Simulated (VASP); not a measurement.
# HfN (Fm-3m) in VASP: notebook, part 2 of 2

VASP 6.6.1.

## 4. Vibrations by perturbation theory, PBE

This run uses another cell than the first one, of 10.71 Å³/atom.

Input file INCAR:

```
ALGO     = Normal         # electronic algorithm
EDIFF    = 1E-8           # SCF threshold, eV
ENCUT    = 520            # plane-wave cutoff, eV
GGA      = PE             # functional
IBRION   = 8              # ionic algorithm
ISIF     = 2              # what is computed and relaxed
ISMEAR   = -1             # smearing method
LASPH    = True           # aspherical terms in the spheres
LCHARG   = True           # write CHGCAR
LREAL    = False          # projectors in reciprocal space
LWAVE    = False          # write WAVECAR
NBANDS   = 14             # bands
NELM     = 100            # most SCF steps
NSW      = 1              # ionic steps
PREC     = Accurate       # precision mode
SIGMA    = 0.15           # smearing width, eV
```

Input file KPOINTS:

```
k-points
0
Gamma
  16 16 16
```

Input file POSCAR:

```
HfN
1.0
    0.0000000000      2.2044700477      2.2044700477
    2.2044700477      0.0000000000      2.2044700477
    2.2044700477      2.2044700477      0.0000000000
Hf N
1 1
Direct
    0.0000000000      0.0000000000      0.0000000000
    0.5000000000      0.5000000000      0.5000000000
```

Potentials or basis: VASP PAW PBE potentials, release 64 (Hf_pv, N).

Started as:

```bash
> cat potpaw_PBE.64/Hf_pv/POTCAR potpaw_PBE.64/N/POTCAR > POTCAR
> mpirun -np 1 vasp_std > vasp.out
```

OUTCAR:

```text
EDIFF = 1E-8
   ENCUT = 520
   GGA = PE
   IBRION = 8
   ISIF = 2
   ISMEAR = -1
   LASPH = True
   LREAL = False
   NELM = 100
   NSW = 1
   PREC = Accurate

 ion  position               nearest neighbor table
   1  0.000  0.000  0.000-   2 2.20   2 2.20   2 2.20   2 2.20   2 2.20   2 2.20
   2  0.500  0.500  0.500-   1 2.20   1 2.20   1 2.20   1 2.20   1 2.20   1 2.20

  LATTYP: Found a face centered cubic cell.
 ALAT       =     4.4089400954

  Lattice vectors:

 A1 = (   0.0000000000,   2.2044700477,   2.2044700477)
 A2 = (   2.2044700477,   0.0000000000,   2.2044700477)
 A3 = (   2.2044700477,   2.2044700477,   0.0000000000)

Analysis of symmetry for initial positions (statically):
=====================================================================
 Subroutine PRICEL returns:
 Original cell was already a primitive cell.

 Routine SETGRP: Setting up the symmetry group for a
 face centered cubic supercell.

 Subroutine GETGRP returns: Found 48 space group operations
 (whereof 48 operations were pure point group operations)
 out of a pool of 48 trial point group operations.

The static configuration has the point symmetry O_h .

Analysis of symmetry for dynamics (positions and initial velocities):
=====================================================================
 Subroutine PRICEL returns:
 Original cell was already a primitive cell.

 Routine SETGRP: Setting up the symmetry group for a
 face centered cubic supercell.

 Subroutine GETGRP returns: Found 48 space group operations
 (whereof 48 operations were pure point group operations)
 out of a pool of 48 trial point group operations.

The dynamic configuration has the point symmetry O_h .

 Subroutine INISYM returns: Found 48 space group operations
 (whereof 48 operations are pure point group operations),
 and found     1 'primitive' translations

----------------------------------------------------------------------------------------

                                     Primitive cell

  volume of cell :      21.4261

  direct lattice vectors                    reciprocal lattice vectors
     0.000000000  2.204470048  2.204470048    -0.226811882  0.226811882  0.226811882
     2.204470048  0.000000000  2.204470048     0.226811882 -0.226811882  0.226811882
     2.204470048  2.204470048  0.000000000     0.226811882  0.226811882 -0.226811882

  length of vectors
     3.117591439  3.117591439  3.117591439     0.392849703  0.392849703  0.392849703

  position of ions in fractional coordinates (direct lattice)
     0.000000000  0.000000000  0.000000000
     0.500000000  0.500000000  0.500000000

  ion indices of the primitive-cell ions
   primitive index   ion index
                 1           1
                 2           2

[... 521 lines left out ...]
      2     -21.8356      2.00000
      3     -21.8061      2.00000
      4      -8.6157      2.00000
      5       4.8779      2.00000
      6       5.2023      2.00000
      7       5.5580      2.00000
      8       8.8432      1.61918
      9       8.8498      1.60533
     10       9.3438      0.26242
     11      11.4787      0.00000
     12      12.3510      0.00000
     13      12.4782      0.00000
     14      19.6694      0.00000

 [... further k-points ...]

------------------------ aborting loop because EDIFF is reached ----------------------------------------

  FORCE on cell =-STRESS in cart. coord.  units (eV):
  Direction    XX          YY          ZZ          XY          YZ          ZX
  --------------------------------------------------------------------------------------
  -------------------------------------------------------------------------------------
  Total        3.6723268      3.6723268      3.6723268      0.0000000     -0.0000000     -0.0000000
  in kB      274.6055420    274.6055420    274.6055420      0.0000000     -0.0000000     -0.0000000
  external PRESSURE =     274.6055420 kB  Pullay stress =       0.0000000 kB

 VOLUME and BASIS-vectors are now :
 -----------------------------------------------------------------------------
  energy-cutoff  :      520.00
  volume of cell :       21.43
      direct lattice vectors                 reciprocal lattice vectors
     0.000000000  2.204470048  2.204470048    -0.226811882  0.226811882  0.226811882
     2.204470048  0.000000000  2.204470048     0.226811882 -0.226811882  0.226811882
     2.204470048  2.204470048  0.000000000     0.226811882  0.226811882 -0.226811882

 POSITION                                       TOTAL-FORCE (eV/Angst)
 -----------------------------------------------------------------------------------
      0.00000      0.00000      0.00000         0.000000      0.000000     -0.000000
      2.20447      2.20447      2.20447        -0.000000     -0.000000      0.000000
 -----------------------------------------------------------------------------------
    total drift:                                0.000000     -0.000000     -0.000000

  FREE ENERGIE OF THE ION-ELECTRON SYSTEM (eV)
  ---------------------------------------------------
  free  energy   TOTEN  =       -21.6283920272 eV

  energy  without entropy=      -21.5885694587  energy(sigma->0) =      -21.60848074

[... ionic steps 2 to 3 ...]

--------------------------------------- Ionic step        4  -------------------------------------------

------------------------ aborting loop because EDIFF is reached ----------------------------------------

[... ionic steps 5 to 6 ...]

--------------------------------------- Ionic step        7  -------------------------------------------

 Free energy of the ion-electron system (eV)
  ---------------------------------------------------
  ---------------------------------------------------
  free energy    TOTEN  =        -0.23535163 eV

  energy without entropy =       -0.23535163

------------------------ aborting loop because EDIFF is reached ----------------------------------------

 INTERNAL STRAIN TENSOR  FOR ION    2  DIRECTION 1   (eV/Angst):
 -----------------------------------------------------------------------------
    -0.01303  0.00000  0.00000
    -0.00000  0.00364 -0.00000
    -0.00000 -0.00000  0.00364

 INTERNAL STRAIN TENSOR FOR ION    2 for displacements in x,y,z  (eV/Angst):
          X           Y           Z          XY          YZ          ZX
  --------------------------------------------------------------------------------
  x     0.00000     0.00000     0.00000     0.00000     0.00000     0.00000
  y     0.00000     0.00000     0.00000     0.00000     0.00000     0.00000
  z     0.00000     0.00000     0.00000     0.00000     0.00000     0.00000

 SECOND DERIVATIVES (NOT SYMMETRIZED)
 ------------------------------------
               1X          1Y          1Z          2X          2Y          2Z
  1X   -15.573329    0.000000    0.000000   15.573329    0.000000    0.000000
  1Y     0.000000  -15.573329    0.000000    0.000000   15.573329    0.000000
  1Z     0.000000    0.000000  -15.573329    0.000000    0.000000   15.573329
  2X    15.571778    0.000000    0.000000  -15.571778    0.000000    0.000000
  2Y     0.000000   15.571778    0.000000    0.000000  -15.571778    0.000000
  2Z     0.000000    0.000000   15.571778    0.000000    0.000000  -15.571778

 Eigenvectors and eigenvalues of the dynamical matrix
 ----------------------------------------------------

   1 f  =   17.121434 THz   107.577145 2PiTHz  571.109576 cm-1    70.808531 meV
             X         Y         Z           dx          dy          dz
      0.000000  0.000000  0.000000     0.267789    0.032120   -0.000000
      2.204470  2.204470  2.204470    -0.956089   -0.114680   -0.000000
[... 21 lines left out ...]
   6 f/i=    0.000221 THz     0.001391 2PiTHz    0.007386 cm-1     0.000916 meV
             X         Y         Z           dx          dy          dz
      0.000000  0.000000  0.000000     0.008709   -0.069517   -0.960390
      2.204470  2.204470  2.204470     0.002439   -0.019471   -0.268994

--------------------------------------------------------------------------------------------------------

 ELASTIC MODULI CONTR FROM IONIC RELAXATION (kBar)
 Direction    XX          YY          ZZ          XY          YZ          ZX
 --------------------------------------------------------------------------------
 XX           0.0000      0.0000      0.0000      0.0000      0.0000      0.0000
 YY           0.0000      0.0000      0.0000      0.0000      0.0000      0.0000
 ZZ           0.0000      0.0000      0.0000      0.0000      0.0000      0.0000
 XY           0.0000      0.0000      0.0000      0.0000      0.0000      0.0000
 YZ           0.0000      0.0000      0.0000      0.0000      0.0000      0.0000
 ZX           0.0000      0.0000      0.0000      0.0000      0.0000      0.0000
 --------------------------------------------------------------------------------
```

Run time: 8.9 min. Hardware: 1 thread of AMD EPYC 7R13, shared host; peak memory 0.33 GiB.

What came out:

| Quantity | Value |
| --- | --- |
| Highest phonon frequency at Γ | 571 cm⁻¹ |

Phonon frequencies in cm⁻¹ (negative: imaginary):
```
              q point        frequencies
(0.000, 0.000, 0.000)  0 0 0 571 571 571
```

Caveat: the cell stands under pressure or tension, which shifts response properties; spin-orbit coupling is left out, which moves the levels of the heavy elements.
